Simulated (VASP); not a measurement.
# Zn2H3 (R-3m) in VASP: further runs

Zn2H3 is run at these levels: PBE; tasks: single point, relaxation of cell and atoms.

Everything below comes from runs of VASP 6.6.1. Logs are shortened: lines on timing, memory, paths and dates and some standing lists are left out, and cuts for length are marked.

**1. The cell of the first run**

Symmetry: R-3m, No. 166, trigonal system. The conventional cell has a = 2.861 Å, b = 2.861 Å, c = 19.895 Å, α = 90.00°, β = 90.00°, γ = 120.00°. Within 2.7 Å of Zn (site symmetry 3m) lie 6 H at 2.01 to 2.12 Å. Within 3.0 Å of H (site symmetry -3m) lie 6 Zn at 2.12 Å and 12 H at 2.86 to 2.97 Å. Within 2.7 Å of H (site symmetry 3m) lie 3 Zn at 2.01 Å and 3 H at 2.37 Å.

**2. Single point, PBE**

INCAR reads:

```
PREC = Accurate
ENCUT = 520
EDIFF = 1E-6
ISMEAR = 0
SIGMA = 0.1
LREAL = F
LASPH = T
NELM = 80
ALGO = Normal
ISIF = 2
LWAVE = F
LCHARG = F
GGA = PE
NBANDS = 22
```

KPOINTS reads:

```
regular mesh
0
Gamma
  6 6 6
```

POSCAR reads:

```
Zn2H3
1.0
    1.4305950863      0.8259544582      6.6315339025
   -1.4305950863      0.8259544582      6.6315339025
    0.0000000000     -1.6519089164      6.6315339025
Zn H
2 3
Direct
    0.4000000000      0.4000000000      0.4000000000
    0.6000000000      0.6000000000      0.6000000000
    0.0000000000      0.0000000000      0.0000000000
    0.2095000000      0.2095000000      0.2095000000
    0.7905000000      0.7905000000      0.7905000000
```

Potentials or basis: VASP PAW PBE potentials, release 64 (Zn, H).

The run is started by

```bash
cat potpaw_PBE.64/Zn/POTCAR potpaw_PBE.64/H/POTCAR > POTCAR
mpirun -np 1 vasp_std > vasp.out
```

OUTCAR:

```text
PREC = Accurate
   ENCUT = 520
   EDIFF = 1E-6
   ISMEAR = 0
   LREAL = F
   LASPH = T
   NELM = 80
   ISIF = 2
   GGA = PE

 ion  position               nearest neighbor table
   1  0.400  0.400  0.400-
   2  0.600  0.600  0.600-
   3  0.000  0.000  0.000-
   4  0.209  0.209  0.209-
   5  0.791  0.791  0.791-

  LATTYP: Found a trigonal (rhomboedric) cell.
 ALAT       =     6.8341820994
 COS(alpha) =     0.9123624232

  Lattice vectors:

 A1 = (   1.4305950863,   0.8259544582,   6.6315339025)
 A2 = (  -1.4305950863,   0.8259544582,   6.6315339025)
 A3 = (   0.0000000000,  -1.6519089164,   6.6315339025)

Analysis of symmetry for initial positions (statically):
=====================================================================
 Subroutine PRICEL returns:
 Original cell was already a primitive cell.

 Routine SETGRP: Setting up the symmetry group for a
 trigonal (rhombohedral) supercell.

 Subroutine GETGRP returns: Found 12 space group operations
 (whereof 12 operations were pure point group operations)
 out of a pool of 12 trial point group operations.

The static configuration has the point symmetry D_3d.

Analysis of symmetry for dynamics (positions and initial velocities):
=====================================================================
 Subroutine PRICEL returns:
 Original cell was already a primitive cell.

 Routine SETGRP: Setting up the symmetry group for a
 trigonal (rhombohedral) supercell.

 Subroutine GETGRP returns: Found 12 space group operations
 (whereof 12 operations were pure point group operations)
 out of a pool of 12 trial point group operations.

The dynamic configuration has the point symmetry D_3d.

 Subroutine INISYM returns: Found 12 space group operations
 (whereof 12 operations are pure point group operations),
 and found     1 'primitive' translations

----------------------------------------------------------------------------------------

                                     Primitive cell

  volume of cell :      47.0152

  direct lattice vectors                    reciprocal lattice vectors
     1.430595086  0.825954458  6.631533903     0.349504905  0.201786751  0.050264892
    -1.430595086  0.825954458  6.631533903    -0.349504905  0.201786751  0.050264892
[... 89 lines left out ...]
   ENCUT  =  520.0 eV  38.22 Ry    6.18 a.u.  12.71 12.71 12.71*2*pi/ulx,y,z
   NELM   =     80;   NELMIN=  2; NELMDL= -5     # of ELM steps
   EDIFF  = 0.1E-05   stopping-criterion for ELM
   LREAL  =      F    real-space projection
   EDIFFG = 0.1E-04   stopping-criterion for IOM
   NSW    =      0    number of steps for IOM
   IBRION =     -1    ionic relax: 0-MD 1-quasi-New 2-CG
   NFREE  =      0    steps in history (QN), initial steepest desc. (CG)
   ISIF   =      2    stress and relaxation
   ISYM   =      2    0-nonsym 1-usesym 2-fastsym
   POTIM  = 0.5000    time-step for ionic-motion
   TEBEG  =    0.0;   TEEND  =   0.0 temperature during run
   PSTRESS=    0.0 pullay stress
   NELECT =      27.0000    total number of electrons
   NUPDOWN=      -1.0000    fix difference up-down
   EMIN   =  10.00;   EMAX   =-10.00  energy-range for DOS
   EFERMI =   0.00;   METHOD = LEGACY
   ISMEAR =     0;   SIGMA  =   0.10  broadening in eV -4-tet -1-fermi 0-gaus
   EFERMI_NEDOS =   21; number of points for ismear=-14 and -15
   IALGO  =     38    algorithm
   IMIX   =      4    mixing-type and parameters
     AMIX     =   0.40;   BMIX     =  1.00
     AMIX_MAG =   1.60;   BMIX_MAG =  1.00
  volume/ion in A,a.u.               =       9.40        63.45
  Fermi-wavevector in a.u.,A,eV,Ry     =   1.360766  2.571475 25.193685  1.851684
  Thomas-Fermi vector in A             =   2.487400
   LORBIT       =      0    0 simple, 1 ext, 2 COOP (PROOUT), +10 PAW based schemes
   GGA     = PE    functional components
   LHFCALC =     F    Hartree Fock is set to
   AEXX    =    0.0000 exact exchange contribution
   IVDW    =     0    specifies the selected vdW correction
   LEPSILON=     F    determine dielectric tensor
   LRPA    =     F    only Hartree local field effects (RPA)
 non-spin polarized calculation
 Gauss-broadening in eV      SIGMA  =   0.10
  energy-cutoff  :      520.00
  volume of cell :       47.02
 maximum number of plane-waves:      1291
 NGX is ok and might be reduce to    54
   NGX = 25   NGY = 25   NGZ = 25

 number of electron      27.0000002 magnetization

 Free energy of the ion-electron system (eV)
  ---------------------------------------------------
  ext. energy  EPLUGINS =         0.00000000
  ---------------------------------------------------
  free energy    TOTEN  =        -9.80748949 eV

  energy without entropy =       -9.79876920  energy(sigma->0) =       -9.80312934

 E-fermi :   2.2271     XC(G=0): -10.3964

 val. band max:        2.1765915881   @ k =  -0.3333   0.5000   0.1667
 cond. band min:       2.2489346474   @ k =   0.5000   0.0000  -0.0000
 fundamental gap:      0.0723430593
 Fermi energy:         2.2270974705

 k-point     1 :       0.0000    0.0000    0.0000
  band No.  band energies     occupation
      1      -9.2043      2.00000
      2      -6.7561      2.00000
      3      -5.7840      2.00000
      4      -5.6186      2.00000
      5      -5.6186      2.00000
      6      -5.5904      2.00000
[... 589 lines left out ...]
     21      11.9063      0.00000
     22      16.6896      0.00000

 [... further k-points ...]

------------------------ aborting loop because EDIFF is reached ----------------------------------------

  FORCE on cell =-STRESS in cart. coord.  units (eV):
  Direction    XX          YY          ZZ          XY          YZ          ZX
  --------------------------------------------------------------------------------------
  -------------------------------------------------------------------------------------
  Total        0.4337981      0.4337981     -1.7079556      0.0000000     -0.0000000      0.0000000
  in kB       14.7829178     14.7829178    -58.2034988      0.0000000     -0.0000000      0.0000000
  external PRESSURE =      -9.5458877 kB  Pullay stress =       0.0000000 kB

 VOLUME and BASIS-vectors are now :
 -----------------------------------------------------------------------------
  energy-cutoff  :      520.00
  volume of cell :       47.02
      direct lattice vectors                 reciprocal lattice vectors
     1.430595086  0.825954458  6.631533903     0.349504905  0.201786751  0.050264892
    -1.430595086  0.825954458  6.631533903    -0.349504905  0.201786751  0.050264892
     0.000000000 -1.651908916  6.631533903     0.000000000 -0.403573502  0.050264892

 POSITION                                       TOTAL-FORCE (eV/Angst)
 -----------------------------------------------------------------------------------
      0.00000      0.00000      7.95784         0.000000     -0.000000      0.836969
      0.00000      0.00000     11.93676         0.000000      0.000000     -0.836969
      0.00000      0.00000      0.00000         0.000000     -0.000000     -0.000000
      0.00000      0.00000      4.16792         0.000000     -0.000000      0.888160
      0.00000      0.00000     15.72668         0.000000     -0.000000     -0.888160
 -----------------------------------------------------------------------------------
    total drift:                               -0.000000      0.000000      0.000000

  FREE ENERGIE OF THE ION-ELECTRON SYSTEM (eV)
  ---------------------------------------------------
  free  energy   TOTEN  =        -9.8074894886 eV

  energy  without entropy=       -9.7987691961  energy(sigma->0) =       -9.80312934
```

OSZICAR:

```text
N       E                     dE             d eps       ncg     rms          rms(c)
DAV:   1     0.128678421473E+03    0.12868E+03   -0.12491E+04  1416   0.161E+03
DAV:   2    -0.265013358853E+01   -0.13133E+03   -0.12643E+03  1432   0.294E+02
DAV:   3    -0.104572769158E+02   -0.78071E+01   -0.77564E+01  1696   0.745E+01
DAV:   4    -0.105271852866E+02   -0.69908E-01   -0.69897E-01  1504   0.740E+00
DAV:   5    -0.105272964485E+02   -0.11116E-03   -0.11116E-03  1654   0.286E-01    0.617E+00
DAV:   6    -0.989962085957E+01    0.62768E+00   -0.13054E+00  1902   0.266E+01    0.470E+00
DAV:   7    -0.981920644300E+01    0.80414E-01   -0.28752E-01  1510   0.498E+00    0.190E+00
DAV:   8    -0.980731804056E+01    0.11888E-01   -0.27261E-02  1942   0.143E+00    0.422E-01
DAV:   9    -0.980755678172E+01   -0.23874E-03   -0.48747E-03  1504   0.444E-01    0.883E-02
DAV:  10    -0.980748711403E+01    0.69668E-04   -0.38167E-04  1636   0.160E-01    0.167E-02
DAV:  11    -0.980748883732E+01   -0.17233E-05   -0.41435E-05  1528   0.558E-02    0.889E-03
DAV:  12    -0.980748948863E+01   -0.65131E-06   -0.40571E-06  1558   0.185E-02
   1 F= -.98074895E+01 E0= -.98031293E+01  d E =-.872029E-02
```

It took 96 s on 1 thread of AMD EPYC 9R45 (Zen 5), shared host; peak memory 0.34 GiB.

Results:

* Free energy: -9.8075 eV
* Pressure: -1.0 GPa
* Largest force: 0.888 eV/Å
* Band gap on the k mesh: zero (an odd number of electrons rules out a gap without spin polarisation)

Forces on the atoms (eV/Å):
```
Zn   0.000  0.000  0.837
Zn   0.000  0.000 -0.837
H    0.000  0.000  0.000
H    0.000  0.000  0.888
H    0.000  0.000 -0.888
```

Caveat: the k points lie up to 0.43 Å⁻¹ apart, too coarse for converged energies and pressures of a metal.

**3. Single point, PBE**

This run uses another cell than the first one, of 10.33 Å³/atom.

INCAR reads:

```
SYSTEM = Zn2H3
PREC     = Accurate       ! precision mode
ENCUT    = 520            ! plane-wave cutoff, eV
EDIFF    = 1E-7           ! SCF threshold, eV
ISMEAR   = 0              ! smearing method
SIGMA    = 0.1            ! smearing width, eV
LREAL    = .False.        ! projectors in reciprocal space
LASPH    = .True.         ! aspherical terms in the spheres
NELM     = 80             ! most SCF steps
ALGO     = Normal         ! electronic algorithm
ISIF     = 2              ! what is computed and relaxed
LWAVE    = .False.        ! write WAVECAR
LCHARG   = .True.         ! write CHGCAR
GGA      = PE             ! functional
LELF     = .True.         ! ELF
LVHAR    = .True.       
NBANDS   = 22             ! bands
```

KPOINTS reads:

```
regular mesh
0
Gamma
  6 6 6
  0 0 0
```

POSCAR reads:

```
Zn2H3
1.0
    1.5023803884      0.8673997217      6.6078114775
   -1.5023803884      0.8673997217      6.6078114775
    0.0000000000     -1.7347994434      6.6078114775
Zn H
2 3
Direct
    0.4013288979      0.4013288979      0.4013288979
    0.5986711021      0.5986711021      0.5986711021
    0.0000000000      0.0000000000      0.0000000000
    0.2318966533      0.2318966533      0.2318966533
    0.7681033467      0.7681033467      0.7681033467
```

Potentials or basis: VASP PAW PBE potentials, release 64 (Zn, H).

The run is started by

```bash
cat potpaw_PBE.64/Zn/POTCAR potpaw_PBE.64/H/POTCAR > POTCAR
mpirun -np 1 vasp_std > vasp.out
```

OUTCAR:

```text
SYSTEM = Zn2H3
   PREC = Accurate
   ENCUT = 520
   EDIFF = 1E-7
   ISMEAR = 0
   LREAL = .False.
   LASPH = .True.
   NELM = 80
   ISIF = 2
   GGA = PE

 ion  position               nearest neighbor table
   1  0.401  0.401  0.401-   5 1.86   5 1.86   5 1.86
   2  0.599  0.599  0.599-   4 1.86   4 1.86   4 1.86
   3  0.000  0.000  0.000-
   4  0.232  0.232  0.232-   2 1.86   2 1.86   2 1.86
   5  0.768  0.768  0.768-   1 1.86   1 1.86   1 1.86

  LATTYP: Found a trigonal (rhomboedric) cell.
 ALAT       =     6.8317422105
 COS(alpha) =     0.9032776440

  Lattice vectors:

 A1 = (   1.5023803884,   0.8673997217,   6.6078114775)
 A2 = (  -1.5023803884,   0.8673997217,   6.6078114775)
 A3 = (   0.0000000000,  -1.7347994434,   6.6078114775)

Analysis of symmetry for initial positions (statically):
=====================================================================
 Subroutine PRICEL returns:
 Original cell was already a primitive cell.

 Routine SETGRP: Setting up the symmetry group for a
 trigonal (rhombohedral) supercell.

 Subroutine GETGRP returns: Found 12 space group operations
 (whereof 12 operations were pure point group operations)
 out of a pool of 12 trial point group operations.

The static configuration has the point symmetry D_3d.

Analysis of symmetry for dynamics (positions and initial velocities):
=====================================================================
 Subroutine PRICEL returns:
 Original cell was already a primitive cell.

 Routine SETGRP: Setting up the symmetry group for a
 trigonal (rhombohedral) supercell.

 Subroutine GETGRP returns: Found 12 space group operations
 (whereof 12 operations were pure point group operations)
 out of a pool of 12 trial point group operations.

The dynamic configuration has the point symmetry D_3d.

[... 122 lines left out ...]
   IMIX   =      4    mixing-type and parameters
     AMIX     =   0.40;   BMIX     =  1.00
     AMIX_MAG =   1.60;   BMIX_MAG =  1.00
  volume/ion in A,a.u.               =      10.33        69.73
  Fermi-wavevector in a.u.,A,eV,Ry     =   1.318641  2.491871 23.658018  1.738815
  Thomas-Fermi vector in A             =   2.448597
   LORBIT       =      0    0 simple, 1 ext, 2 COOP (PROOUT), +10 PAW based schemes
   GGA     = PE    functional components
   LHFCALC =     F    Hartree Fock is set to
   AEXX    =    0.0000 exact exchange contribution
   IVDW    =     0    specifies the selected vdW correction
   LEPSILON=     F    determine dielectric tensor
   LRPA    =     F    only Hartree local field effects (RPA)
 non-spin polarized calculation
 Gauss-broadening in eV      SIGMA  =   0.10
  energy-cutoff  :      520.00
  volume of cell :       51.67
 maximum number of plane-waves:      1434
 NGX is ok and might be reduce to    54
   NGX = 25   NGY = 25   NGZ = 25

 number of electron      26.9999996 magnetization

 Free energy of the ion-electron system (eV)
  ---------------------------------------------------
  ext. energy  EPLUGINS =         0.00000000
  ---------------------------------------------------
  free energy    TOTEN  =       -10.37667091 eV

  energy without entropy =      -10.37204431  energy(sigma->0) =      -10.37435761

 E-fermi :   1.4896     XC(G=0):  -9.7715

 val. band max:        1.4745480746   @ k =  -0.1667   0.5000   0.1667
 cond. band min:       2.1457897340   @ k =   0.3333  -0.0000  -0.0000
 fundamental gap:      0.6712416595
 Fermi energy:         1.4895685464

 k-point     1 :       0.0000    0.0000    0.0000
  band No.  band energies     occupation
      1      -9.2830      2.00000
      2      -7.5608      2.00000
      3      -6.1384      2.00000
      4      -5.9906      2.00000
      5      -5.9906      2.00000
      6      -5.9607      2.00000
[... 589 lines left out ...]
     21      12.0252      0.00000
     22      15.3436      0.00000

 [... further k-points ...]

------------------------ aborting loop because EDIFF is reached ----------------------------------------

  FORCE on cell =-STRESS in cart. coord.  units (eV):
  Direction    XX          YY          ZZ          XY          YZ          ZX
  --------------------------------------------------------------------------------------
  -------------------------------------------------------------------------------------
  Total        0.0460153      0.0460153      0.0259682      0.0000000     -0.0000000     -0.0000000
  in kB        1.4269359      1.4269359      0.8052757      0.0000000     -0.0000000     -0.0000000
  external PRESSURE =       1.2197158 kB  Pullay stress =       0.0000000 kB

 VOLUME and BASIS-vectors are now :
 -----------------------------------------------------------------------------
  energy-cutoff  :      520.00
  volume of cell :       51.67
      direct lattice vectors                 reciprocal lattice vectors
     1.502380388  0.867399722  6.607811478     0.332805196  0.192145170  0.050445346
    -1.502380388  0.867399722  6.607811478    -0.332805196  0.192145170  0.050445346
     0.000000000 -1.734799443  6.607811478     0.000000000 -0.384290339  0.050445346

 POSITION                                       TOTAL-FORCE (eV/Angst)
 -----------------------------------------------------------------------------------
      0.00000      0.00000      7.95572        -0.000000     -0.000000     -0.009076
      0.00000      0.00000     11.86772        -0.000000      0.000000      0.009076
      0.00000      0.00000      0.00000         0.000000      0.000000     -0.000000
      0.00000      0.00000      4.59699        -0.000000     -0.000000     -0.006199
      0.00000      0.00000     15.22645        -0.000000      0.000000      0.006199
 -----------------------------------------------------------------------------------
    total drift:                                0.000000     -0.000000     -0.000000

  FREE ENERGIE OF THE ION-ELECTRON SYSTEM (eV)
  ---------------------------------------------------
  free  energy   TOTEN  =       -10.3766709109 eV

  energy  without entropy=      -10.3720443148  energy(sigma->0) =      -10.37435761
```

stdout:

```text
POSCAR found type information on POSCAR ZnH
 POSCAR found :  2 types and       5 ions
 scaLAPACK will be used
 LDA part: xc-table for (Slater+PW92), standard interpolation
 POSCAR, INCAR and KPOINTS ok, starting setup
 FFT: planning ... GRIDC
 FFT: planning ... GRID_SOFT
 FFT: planning ... GRID
 WAVECAR not read
 entering main loop
```

Run time: 2 min. Hardware: 1 thread of AMD EPYC 9R45 (Zen 5), shared host; peak memory 0.32 GiB.

What came out:

```yaml
Free_energy: -10.3767 eV
Pressure: 0.1 GPa
Largest_force: 0.009 eV/Å
Band_gap_on_the_k_mesh: zero (an odd number of electrons rules out a gap without spin polarisation)
```

Forces in eV/Å, atoms in the order of the input:
```
Zn   0.000  0.000 -0.009
Zn   0.000  0.000  0.009
H    0.000  0.000  0.000
H    0.000  0.000 -0.006
H    0.000  0.000  0.006
```

Levels at points of the mesh, in eV from the Fermi level:
| k point | band 10 | band 11 | band 12 | band 13 | band 14 | band 15 | band 16 | band 17 |
| --- | --- | --- | --- | --- | --- | --- | --- | --- |
| (0.00, 0.00, 0.00) | -7.15 | -7.15 | -6.60 | -5.57 | 3.71 | 5.02 | 9.92 | 10.45 |
| (0.50, 0.00, 0.00) | -7.02 | -5.96 | -4.64 | -2.75 | -1.22 | 1.24 | 1.87 | 7.05 |
| (0.50, 0.50, 0.00) | -7.02 | -5.76 | -4.80 | -3.01 | -1.23 | 1.51 | 2.50 | 6.53 |
| (0.50, 0.50, 0.50) | -7.15 | -7.15 | -7.15 | -4.28 | 1.24 | 7.96 | 8.32 | 10.12 |

Caveat: the k points lie up to 0.41 Å⁻¹ apart, too coarse for converged energies and pressures of a metal.

(Part 1 of 2 ends here.)
